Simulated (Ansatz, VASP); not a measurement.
EuO in VASP and in Ansatz

```
Eu O
1.0
     0.00000    2.58830    2.58830
     2.58830    0.00000    2.58830
     2.58830    2.58830    0.00000
Eu O
1 1
Direct
  0.00000 0.00000 0.00000
  0.50000 0.50000 0.50000
```

Alike in both runs: task single point; functional PBE; k mesh 10 × 10 × 10; occupations gaussian, width 0.05 eV; collinear spin; Hubbard terms Eu f U = 6.0 eV.

|  | VASP | Ansatz |
| --- | --- | --- |
| version | VASP 6.6.1 | Ansatz 0.2.0 |
| potentials or method | VASP PAW PBE potentials, release 64 (Eu, O), cutoff 600 eV | scalar-relativistic, plane waves, PAW |
| valence electrons in the cell | 23 | 23 |

Ansatz gave:

| Quantity | Value |
| --- | --- |
| gap on the k mesh at the Fermi level (eV) | 0.39 |
| least direct gap on the mesh (eV) | 0.62 |
| pressure (GPa) | 0.0 |
| net moment per atom (μB) | 3.50 |
| size of the moment on the site where the two differ most (μB) | 6.76 |

Question: Estimate VASP's values.

Answer: gap on the k mesh at the Fermi level (eV): 0.07; least direct gap on the mesh (eV): 0.23; pressure (GPa): -0.4; net moment per atom (μB): 3.50; size of the moment on the site where the two differ most (μB): 6.73.

Site moments also hang on the region over which each program counts them. The programs project onto different local orbitals, so the same U acts differently, and such runs can settle in different states.

Spin-orbit coupling is off throughout.
